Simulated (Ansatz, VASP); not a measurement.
## Two plane-wave programs on VSi16

```
CELL_PARAMETERS angstrom
0.00000 5.43700 5.43700
5.43700 0.00000 5.43700
5.43700 5.43700 0.00000
ATOMIC_POSITIONS crystal
V 0.25000 0.25000 0.25000
Si 0.00000 0.00000 0.00000
Si 0.99828 0.99828 0.50172
Si 0.99828 0.50172 0.99828
Si 0.99828 0.50172 0.50172
Si 0.50172 0.99828 0.99828
Si 0.50172 0.99828 0.50172
Si 0.50172 0.50172 0.99828
Si 0.50000 0.50000 0.50000
Si 0.12023 0.12023 0.12023
Si 0.12023 0.12023 0.63930
Si 0.12023 0.63930 0.12023
Si 0.12805 0.62398 0.62398
Si 0.63930 0.12023 0.12023
Si 0.62398 0.12805 0.62398
Si 0.62398 0.62398 0.12805
Si 0.62398 0.62398 0.62398
```

Alike in both runs: functional PBEsol; k mesh 3 × 3 × 3; occupations gaussian, width 0.05 eV; collinear spin; Hubbard terms V d U = 3.0 eV.

Ansatz relaxed the structure, and its values are those at the end. VASP's run is a single point on that final structure, the one shown.

|  | VASP | Ansatz |
| --- | --- | --- |
| version | VASP 6.6.1 | Ansatz 0.2.0 |
| potentials or method | VASP PAW PBE potentials, release 64 (V_sv, Si), cutoff 520 eV | scalar-relativistic, plane waves, PAW |
| valence electrons in the cell | 77 | 77 |

VASP gave:

* gap on the k mesh at the Fermi level (eV): none
* pressure (GPa): 1.5
* rms of the force components (eV/Å): 0.023
* net moment per atom (μB): 0.22
* size of the moment on the site where the two differ most (μB): 2.52

Task: Which values does Ansatz return?

Result: gap on the k mesh at the Fermi level (eV): none; pressure (GPa): 1.5; rms of the force components (eV/Å): 0.005; net moment per atom (μB): 0.22; size of the moment on the site where the two differ most (μB): 2.41.

VASP's potentials were made for PBE, not for PBEsol. Site moments also hang on the region over which each program counts them. The programs project onto different local orbitals, so the same U acts differently, and such runs can settle in different states. A gap of «none» marks a metal or a gap that the smearing closes. Ansatz's warnings: filled band counts differ across k points, stress scf threshold loose.
